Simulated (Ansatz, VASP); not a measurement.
## Ti3Al: VASP beside Ansatz

INCAR

```
PREC = Accurate
ENCUT = 520
EDIFF = 1E-7
ISMEAR = 0
SIGMA = 0.15
LREAL = F
LASPH = T
NELM = 60
ALGO = Fast
ISIF = 2
LWAVE = F
LCHARG = F
GGA = PS
NBANDS = 28
```

File KPOINTS:

```
regular mesh
0
Gamma
  18 18 6
```

POSCAR

```
Ti3Al
1.0
    3.0313810968      0.0000000000      0.0000000000
   -1.5156905484      2.6252530384      0.0000000000
    0.0000000000      0.0000000000      9.0041112718
Ti Al
3 1
Direct
    0.6666666667      0.3333333333      0.0000000000
    0.3333333333      0.6666666667      0.7511732072
    0.3333333333      0.6666666667      0.2488267928
    0.6666666667      0.3333333333      0.5000000000
```

Input for Ansatz:

```yaml
crystal:
  lattice:
    - [3.0313810968, 0.0, 0.0]
    - [-1.5156905484, 2.6252530384, 0.0]
    - [0.0, 0.0, 9.0041112718]
  atoms:
    - { symbol: Ti, position: [0.6666666667, 0.3333333333, 0.0] }
    - { symbol: Ti, position: [0.3333333333, 0.6666666667, 0.7511732072] }
    - { symbol: Ti, position: [0.3333333333, 0.6666666667, 0.2488267928] }
    - { symbol: Al, position: [0.6666666667, 0.3333333333, 0.5] }
basis:
  ecutwfc: 520.0
kpoints:
  mp_grid: { grid: [18, 18, 6] }
hamiltonian:
  xc: pbesol
  pseudopotentials: { kind: paw, azcp: { folder: soft_1 } }
scf:
  occupations: { method: gaussian, width: 0.15 }
output:
  forces: true
  stress: true
  eigenvalues: true
```

Alike in both runs: task single point; functional PBEsol; k mesh 18 × 18 × 6; occupations gaussian, width 0.15 eV; no spin polarisation.

|  | VASP | Ansatz |
| --- | --- | --- |
| version | VASP 6.6.1 | Ansatz 0.2.0 |
| potentials or method | VASP PAW PBE potentials, release 64 (Ti_sv, Al), cutoff 520 eV | scalar-relativistic, plane waves, PAW |
| valence electrons in the cell | 39 | 39 |

```tsv
	VASP	Ansatz	Ansatz less VASP
gap on the k mesh at the Fermi level (eV)	none	none	-
pressure (GPa)	-7.3	-7.2	+0.04
traceless stress, the component that is largest in VASP (GPa)	5.30	5.29	-0.007
rms of the force components (eV/Å)	0.050	0.046	-0.0037
```

VASP's potentials were made for PBE, not for PBEsol, and Ansatz warns of the same on its side. Atom by atom the forces differ by 0.004 eV/Å (rms over components). A gap of «none» marks a metal or a gap that the smearing closes.
